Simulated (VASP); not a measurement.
# TiO2 (Pbca) in VASP: single point with PBE

Aim: the single point of TiO2 with PBE.

Program: VASP 6.6.1. These are calculated values, not measurements. Logs are shortened: lines on timing, memory, paths and dates and some standing lists are left out, and cuts for length are marked.

### Step 1. The cell of the first run

The structure is orthorhombic, space group Pbca (No. 61). The conventional cell has a = 5.145 Å, b = 9.184 Å, c = 5.447 Å, α = 90.00°, β = 90.00°, γ = 90.00°. Within 2.5 Å of Ti (site symmetry 1) lie 6 O at 1.86 to 2.07 Å. O (site symmetry 1) has 3 Ti at 1.86 to 2.01 Å and 2 O at 2.51 to 2.53 Å within 2.6 Å. Within 2.6 Å of O (site symmetry 1) lie 3 Ti at 1.92 to 2.07 Å and 1 O at 2.53 Å.

### Step 2. Single point, PBE

INCAR reads:

```
SYSTEM = TiO2
ALGO = Normal ; EDIFF = 1E-7
ENCUT = 520 ; GGA = PE
ISIF = 2 ; ISMEAR = -1
LASPH = .TRUE. ; LCHARG = .FALSE.
LREAL = Auto ; LWAVE = .FALSE.
NBANDS = 114 ; NELM = 80
PREC = Accurate ; SIGMA = 0.02
```

KPOINTS reads:

```
k-points
0
G
  5 3 4
  0 0 0
```

POSCAR reads:

```
TiO2
1.0
    5.1450000000      0.0000000000      0.0000000000
    0.0000000000      9.1840000000      0.0000000000
    0.0000000000      0.0000000000      5.4470000000
Ti O
8 16
Direct
    0.1389099612      0.1289821072      0.9051278503
    0.6389099612      0.3710178928      0.0948721497
    0.8610900388      0.6289821072      0.5948721497
    0.3610900388      0.8710178928      0.4051278503
    0.8610900388      0.8710178928      0.0948721497
    0.3610900388      0.6289821072      0.9051278503
    0.1389099612      0.3710178928      0.4051278503
    0.6389099612      0.1289821072      0.5948721497
    0.8156300342      0.0095724890      0.8506469175
    0.3156300342      0.4904275110      0.1493530825
    0.1843699658      0.5095724890      0.6493530825
    0.6843699658      0.9904275110      0.3506469175
    0.1843699658      0.9904275110      0.1493530825
    0.6843699658      0.5095724890      0.8506469175
    0.8156300342      0.4904275110      0.3506469175
    0.3156300342      0.0095724890      0.6493530825
    0.4641058467      0.2301473938      0.8909193146
    0.9641058467      0.2698526062      0.1090806854
    0.5358941533      0.7301473938      0.6090806854
    0.0358941533      0.7698526062      0.3909193146
    0.5358941533      0.7698526062      0.1090806854
    0.0358941533      0.7301473938      0.8909193146
    0.4641058467      0.2698526062      0.3909193146
    0.9641058467      0.2301473938      0.6090806854
```

Potentials or basis: VASP PAW PBE potentials, release 64 (Ti_sv, O).

On the command line:

```
> cat potpaw_PBE.64/Ti_sv/POTCAR potpaw_PBE.64/O/POTCAR > POTCAR
> mpirun -np 1 vasp_std > vasp.out
```

OUTCAR:

```text
SYSTEM = TiO2
   EDIFF = 1E-7
   ENCUT = 520
   GGA = PE
   ISIF = 2
   ISMEAR = -1
   LASPH = .TRUE.
   LREAL = Auto
   NELM = 80
   PREC = Accurate

 ion  position               nearest neighbor table
   1  0.139  0.129  0.905-  13 1.86  17 1.92  18 1.93  16 1.99   9 2.01  24 2.07
   2  0.639  0.371  0.095-  14 1.86  18 1.92  17 1.93  15 1.99  10 2.01  23 2.07
   3  0.861  0.629  0.595-  15 1.86  19 1.92  20 1.93  14 1.99  11 2.01  22 2.07
   4  0.361  0.871  0.405-  16 1.86  20 1.92  19 1.93  13 1.99  12 2.01  21 2.07
   5  0.861  0.871  0.095-   9 1.86  21 1.92  22 1.93  12 1.99  13 2.01  20 2.07
   6  0.361  0.629  0.905-  10 1.86  22 1.92  21 1.93  11 1.99  14 2.01  19 2.07
   7  0.139  0.371  0.405-  11 1.86  23 1.92  24 1.93  10 1.99  15 2.01  18 2.07
   8  0.639  0.129  0.595-  12 1.86  24 1.92  23 1.93   9 1.99  16 2.01  17 2.07
   9  0.816  0.010  0.851-   5 1.86   8 1.99   1 2.01
  10  0.316  0.490  0.149-   6 1.86   7 1.99   2 2.01
  11  0.184  0.510  0.649-   7 1.86   6 1.99   3 2.01
  12  0.684  0.990  0.351-   8 1.86   5 1.99   4 2.01
  13  0.184  0.990  0.149-   1 1.86   4 1.99   5 2.01
  14  0.684  0.510  0.851-   2 1.86   3 1.99   6 2.01
[... 8 lines left out ...]
  23  0.464  0.270  0.391-   7 1.92   8 1.93   2 2.07
  24  0.964  0.230  0.609-   8 1.92   7 1.93   1 2.07

  LATTYP: Found a simple orthorhombic cell.
 ALAT       =     5.1450000000
 B/A-ratio  =     1.0586977648
 C/A-ratio  =     1.7850340136

  Lattice vectors:

 A1 = (  -5.1450000000,   0.0000000000,   0.0000000000)
 A2 = (   0.0000000000,   0.0000000000,   5.4470000000)
 A3 = (   0.0000000000,   9.1840000000,   0.0000000000)

Analysis of symmetry for initial positions (statically):
=====================================================================
 Subroutine PRICEL returns:
 Original cell was already a primitive cell.

 Routine SETGRP: Setting up the symmetry group for a
 simple orthorhombic supercell.

 Subroutine GETGRP returns: Found  8 space group operations
 (whereof  2 operations were pure point group operations)
 out of a pool of  8 trial point group operations.

The static configuration has the point symmetry S_2 .
 The point group associated with its full space group is D_2h.

Analysis of symmetry for dynamics (positions and initial velocities):
=====================================================================
 Subroutine PRICEL returns:
 Original cell was already a primitive cell.

 Routine SETGRP: Setting up the symmetry group for a
[... 148 lines left out ...]
   IBRION =     -1    ionic relax: 0-MD 1-quasi-New 2-CG
   NFREE  =      0    steps in history (QN), initial steepest desc. (CG)
   ISIF   =      2    stress and relaxation
   ISYM   =      2    0-nonsym 1-usesym 2-fastsym
   POTIM  = 0.5000    time-step for ionic-motion
   TEBEG  =    0.0;   TEEND  =   0.0 temperature during run
   PSTRESS=    0.0 pullay stress
   NELECT =     192.0000    total number of electrons
   NUPDOWN=      -1.0000    fix difference up-down
   EMIN   =  10.00;   EMAX   =-10.00  energy-range for DOS
   EFERMI =   0.00;   METHOD = LEGACY
   ISMEAR =    -1;   SIGMA  =   0.02  broadening in eV -4-tet -1-fermi 0-gaus
   EFERMI_NEDOS =   21; number of points for ismear=-14 and -15
   IALGO  =     38    algorithm
   IMIX   =      4    mixing-type and parameters
     AMIX     =   0.40;   BMIX     =  1.00
     AMIX_MAG =   1.60;   BMIX_MAG =  1.00
  volume/ion in A,a.u.               =      10.72        72.37
  Fermi-wavevector in a.u.,A,eV,Ry     =   1.484740  2.805751 29.993396  2.204452
  Thomas-Fermi vector in A             =   2.598239
   LORBIT       =      0    0 simple, 1 ext, 2 COOP (PROOUT), +10 PAW based schemes
   GGA     = PE    functional components
   LHFCALC =     F    Hartree Fock is set to
   AEXX    =    0.0000 exact exchange contribution
   IVDW    =     0    specifies the selected vdW correction
   LEPSILON=     F    determine dielectric tensor
   LRPA    =     F    only Hartree local field effects (RPA)
 non-spin polarized calculation
  energy-cutoff  :      520.00
  volume of cell :      257.38
 maximum number of plane-waves:      6952
 NGX is ok and might be reduce to    40
   NGX = 19   NGY = 35   NGZ = 21

 number of electron     191.9999989 magnetization

 Free energy of the ion-electron system (eV)
  ---------------------------------------------------
  ext. energy  EPLUGINS =         0.00000000
  ---------------------------------------------------
  free energy    TOTEN  =      -215.00007185 eV

  energy without entropy =     -215.00007185  energy(sigma->0) =     -215.00007185

 E-fermi :   4.6205     XC(G=0): -11.1834

 val. band max:        4.1267758597   @ k =   0.0000   0.0000   0.0000
 cond. band min:       6.4678218424   @ k =   0.0000   0.0000   0.0000
 fundamental gap:      2.3410459827
 Fermi energy:         4.6204606105

 k-point     1 :       0.0000    0.0000    0.0000
  band No.  band energies     occupation
      1     -52.3432      2.00000
      2     -52.3335      2.00000
      3     -52.3200      2.00000
      4     -52.3112      2.00000
      5     -52.3110      2.00000
      6     -52.3103      2.00000
[... 1987 lines left out ...]
    107       7.5251      0.00000
    108       7.5251      0.00000
 [bands above 108 left out]

------------------------ aborting loop because EDIFF is reached ----------------------------------------

  FORCE on cell =-STRESS in cart. coord.  units (eV):
  Direction    XX          YY          ZZ          XY          YZ          ZX
  --------------------------------------------------------------------------------------
  -------------------------------------------------------------------------------------
  Total        7.9764671      8.7188306      9.0815500      0.0000000      0.0000000      0.0000000
  in kB       49.6531188     54.2742953     56.5322057      0.0000000      0.0000000      0.0000000
  external PRESSURE =      53.4865400 kB  Pullay stress =       0.0000000 kB

 VOLUME and BASIS-vectors are now :
 -----------------------------------------------------------------------------
  energy-cutoff  :      520.00
  volume of cell :      257.38
      direct lattice vectors                 reciprocal lattice vectors
     5.145000000  0.000000000  0.000000000     0.194363460  0.000000000  0.000000000
     0.000000000  9.184000000  0.000000000     0.000000000  0.108885017  0.000000000
     0.000000000  0.000000000  5.447000000     0.000000000  0.000000000  0.183587296

 POSITION                                       TOTAL-FORCE (eV/Angst)
 -----------------------------------------------------------------------------------
      0.71469      1.18457      4.93023         0.006996      0.021050     -0.027532
      3.28719      3.40743      0.51677         0.006996     -0.021050      0.027532
      4.43031      5.77657      3.24027        -0.006996      0.021050      0.027532
      1.85781      7.99943      2.20673        -0.006996     -0.021050     -0.027532
      4.43031      7.99943      0.51677        -0.006996     -0.021050      0.027532
      1.85781      5.77657      4.93023        -0.006996      0.021050     -0.027532
[... 16 lines left out ...]
      2.38782      2.47833      2.12934         0.014660     -0.003514     -0.006144
      4.96032      2.11367      3.31766         0.014660      0.003514      0.006144
 -----------------------------------------------------------------------------------
    total drift:                                0.000000      0.000000      0.000000

  FREE ENERGIE OF THE ION-ELECTRON SYSTEM (eV)
  ---------------------------------------------------
  free  energy   TOTEN  =      -215.0000718488 eV

  energy  without entropy=     -215.0000718488  energy(sigma->0) =     -215.00007185
```

OSZICAR:

```text
N       E                     dE             d eps       ncg     rms          rms(c)
DAV:   1     0.325973236946E+04    0.32597E+04   -0.93906E+04  4104   0.201E+03
[... 12 lines left out ...]
DAV:  14    -0.215000118102E+03    0.67169E-04   -0.54119E-04  5916   0.104E-01    0.609E-02
DAV:  15    -0.215000071805E+03    0.46297E-04   -0.42801E-04  5152   0.710E-02    0.227E-02
DAV:  16    -0.215000073324E+03   -0.15184E-05   -0.72926E-05  5970   0.303E-02    0.143E-02
DAV:  17    -0.215000073437E+03   -0.11368E-06   -0.35520E-06  5408   0.806E-03    0.923E-03
DAV:  18    -0.215000071881E+03    0.15568E-05   -0.56048E-06  5244   0.969E-03    0.309E-03
DAV:  19    -0.215000071836E+03    0.44125E-07   -0.22679E-06  4840   0.500E-03    0.180E-03
DAV:  20    -0.215000071849E+03   -0.12376E-07   -0.10836E-07  2640   0.160E-03
   1 F= -.21500007E+03 E0= -.21500007E+03  d E =-.332802E-12
```

Wall time 29 min (1 thread of Intel Xeon 8259CL, shared host); peak memory 0.53 GiB.

What came out:

* Free energy: -215.0001 eV
* Pressure: 5.3 GPa
* Largest force: 0.042 eV/Å
* Band gap on the k mesh: 2.34 eV

Forces on the atoms (eV/Å):
```
Ti   0.007  0.021 -0.028
Ti   0.007 -0.021  0.028
Ti  -0.007  0.021  0.028
Ti  -0.007 -0.021 -0.028
Ti  -0.007 -0.021  0.028
Ti  -0.007  0.021 -0.028
Ti   0.007 -0.021 -0.028
Ti   0.007  0.021  0.028
O   -0.024  0.016 -0.030
O   -0.024 -0.016  0.030
O    0.024  0.016  0.030
O    0.024 -0.016 -0.030
O    0.024 -0.016  0.030
O    0.024  0.016 -0.030
O   -0.024 -0.016 -0.030
O   -0.024  0.016  0.030
O    0.015  0.004 -0.006
O    0.015 -0.004  0.006
O   -0.015  0.004  0.006
O   -0.015 -0.004 -0.006
O   -0.015 -0.004  0.006
O   -0.015  0.004 -0.006
O    0.015 -0.004 -0.006
O    0.015  0.004  0.006
```

Caveat: the cell stands under pressure. A k mesh can miss the band edges.
